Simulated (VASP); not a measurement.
Write the native input for VASP 6.6.1 that does the following.

```
Task                   : single point
Functional             : PBEsol
Potentials or basis    : VASP PAW PBE potentials, release 64 (Mg, Se)
Cutoff                 : 600 eV
k mesh                 : 7 × 7 × 7
Occupations            : fermi-dirac, width 0.0272 eV
Spin                   : no spin polarisation
Dipole correction      : no
Further INCAR settings : ALGO = Normal; EDIFF = 1e-06; NBANDS = 11
```

The structure of MgSe lies in POSCAR:

```
MgSe
1.0
    0.0000000000      2.7255000000      2.7255000000
    2.7255000000      0.0000000000      2.7255000000
    2.7255000000      2.7255000000      0.0000000000
Mg Se
1 1
Direct
    0.0000000000      0.0000000000      0.0000000000
    0.5000000000      0.5000000000      0.5000000000
```

The input as run:

INCAR

```
PREC = Accurate
ENCUT = 600
EDIFF = 1E-6
ISMEAR = -1
SIGMA = 0.0272
LREAL = F
LASPH = T
NELM = 120
ALGO = Normal
ISIF = 2
LWAVE = F
LCHARG = T
GGA = PS
LELF = T
LVHAR = T
NBANDS = 11
GGA_COMPAT = F
```

KPOINTS

```
Automatic mesh
0
Gamma
  7 7 7
```

Potentials or basis: VASP PAW PBE potentials, release 64 (Mg, Se).

Launch:

```sh
$ cat potpaw_PBE.64/Mg/POTCAR potpaw_PBE.64/Se/POTCAR > POTCAR
$ mpirun -np 1 vasp_std > vasp.out
```

It gave:

The pressure is -0.1 GPa and the band gap on the k mesh is 1.97 eV, indirect (least direct gap 2.50 eV).

Caveat: the PAW data sets were made with another functional, which shifts forces and pressure a little.

Wall time 9.2 s on 1 thread of Intel(R) Xeon(R) Platinum 8488C (Sapphire Rapids), with other jobs on the host, peak memory 0.17 GiB.
